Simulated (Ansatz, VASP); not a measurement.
## One calculation of Co, two programs

The input INCAR:

```
PREC = Accurate
ENCUT = 520
EDIFF = 1E-6
ISMEAR = -1
SIGMA = 0.05
LREAL = False
LASPH = True
NELM = 150
ALGO = Normal
ISIF = 2
LWAVE = False
LCHARG = True
ISPIN = 2
MAGMOM = 3 3
LORBIT = 11
LMAXMIX = 4
LDAU = True
LDAUTYPE = 2
LDAUL = 2
LDAUU = 2.7
LDAUJ = 0
LDAUPRINT = 1
GGA = PE
LELF = True
LVHAR = True
ISYM = 0
NBANDS = 20
```

File KPOINTS:

```
regular mesh
0
Gamma
  6 12 12
```

The input POSCAR:

```
Co
1.0
    0.0000000000      3.5890000000      3.5890000000
    1.7945000000      0.0000000000      1.7945000000
    1.7945000000      1.7945000000      0.0000000000
Co
2
Direct
    0.0000000000      0.0000000000      0.0000000000
    0.5000000000      0.0000000000      0.0000000000
```

Input for Ansatz:

```yaml
crystal:
  lattice:
    - [0.0, 3.589, 3.589]
    - [1.7945, 0.0, 1.7945]
    - [1.7945, 1.7945, 0.0]
  atoms:
    - { symbol: Co, position: [0.0, 0.0, 0.0], spin: 3.0 }
    - { symbol: Co, position: [0.5, 0.0, 0.0], spin: 3.0 }
  symmetry: { detect: false, time_reversal: true }
magnetization:
  spin_polarized: true
hamiltonian:
  xc: pbe
  pseudopotentials: { kind: paw }
  hubbard: { sites: [{ species: Co, l: d, u_eff: 2.7 }] }
basis:
  ecutwfc: 420
kpoints:
  mp_grid: { grid: [6, 12, 12] }
scf:
  occupations: { method: fermi_dirac, width: 0.05 }
  lower_state_search: "off"
output:
  forces: true
  stress: true
```

Alike in both runs: task single point; functional PBE; k mesh 6 × 12 × 12; occupations fermi-dirac, width 0.05 eV; collinear spin; Hubbard terms Co d U = 2.7 eV.

|  | VASP | Ansatz |
| --- | --- | --- |
| version | VASP 6.6.1 | Ansatz 0.2.0 |
| potentials or method | VASP PAW PBE potentials, release 64 (Co), cutoff 520 eV | PAW, plane waves, scalar-relativistic |
| valence electrons in the cell | 18 | 34 |

```tsv
	VASP	Ansatz	Ansatz less VASP
pressure (GPa)	-5.8	-2.3	+3.58
net moment per atom (μB)	1.78	1.75	-0.023
size of the moment on the site where the two differ most (μB)	1.84	1.85	+0.003
```

Site moments also hang on the region over which each program counts them. The programs project onto different local orbitals, so the same U acts differently, and such runs can settle in different states. VASP's potentials hold 18 valence electrons a cell and Ansatz's 34, so a difference there can come from the potentials and not from the codes. Ansatz's warnings: filled band counts differ across k points.
